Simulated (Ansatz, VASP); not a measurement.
## Two plane-wave programs on Y

The input POSCAR:

```
Y
1.0
    0.0000000000      2.6838000000      2.6838000000
    2.6838000000      0.0000000000      2.6838000000
    2.6838000000      2.6838000000      0.0000000000
Y
1
Direct
    0.0000000000      0.0000000000      0.0000000000
```

The input INCAR.step1:

```
PREC = Accurate
ENCUT = 520
ISMEAR = 0
SIGMA = 0.15
LREAL = False
LASPH = True
NELM = 100
NBANDS = 12
GGA = PE
ALGO = Normal
EDIFF = 1E-4
LWAVE = True
LCHARG = False
```

INCAR.step2

```
PREC = Accurate
ENCUT = 520
EDIFF = 1E-7
ISMEAR = 0
SIGMA = 0.15
LREAL = False
LASPH = True
NELM = 100
ALGO = Normal
ISIF = 2
LWAVE = False
LCHARG = True
METAGGA = R2SCAN
LMIXTAU = True
LELF = True
LVHAR = True
NBANDS = 12
ISTART = 1
```

Contents of KPOINTS:

```
Automatic mesh
0
Gamma
  16 16 16
```

Input for Ansatz:

```yaml
crystal:
  lattice:
    - [0.0, 2.6838, 2.6838]
    - [2.6838, 0.0, 2.6838]
    - [2.6838, 2.6838, 0.0]
  atoms:
    - { symbol: "Y", position: [0.0, 0.0, 0.0] }
basis:
  ecutwfc: 500
kpoints:
  mp_grid: { grid: [16, 16, 16] }
hamiltonian:
  xc: r2scan
scf:
  occupations: { method: gaussian, width: 0.15 }
output:
  forces: true
  stress: true
  eigenvalues: true
```

Change from the starting cell: strain +0.080 along x and y, +0.080 along z, atoms carried along.

Alike in both runs: task single point; functional r2SCAN; k mesh 16 × 16 × 16; occupations gaussian, width 0.15 eV; no spin polarisation.

|  | VASP | Ansatz |
| --- | --- | --- |
| version | VASP 6.6.1 | Ansatz 0.2.0 |
| potentials or method | VASP PAW PBE potentials, release 64 (Y_sv), cutoff 520 eV | scalar-relativistic, plane waves, PAW |
| valence electrons in the cell | 11 | 11 |

|  | VASP | Ansatz | Ansatz less VASP |
| --- | --- | --- | --- |
| gap on the k mesh at the Fermi level (eV) | none | none | - |
| pressure (GPa) | -4.4 | -4.5 | -0.05 |

VASP's potentials were made for PBE, not for r2SCAN. A gap of «none» marks a metal or a gap that the smearing closes. With one functional, cell and mesh, what is left measures potentials, basis and numerics.
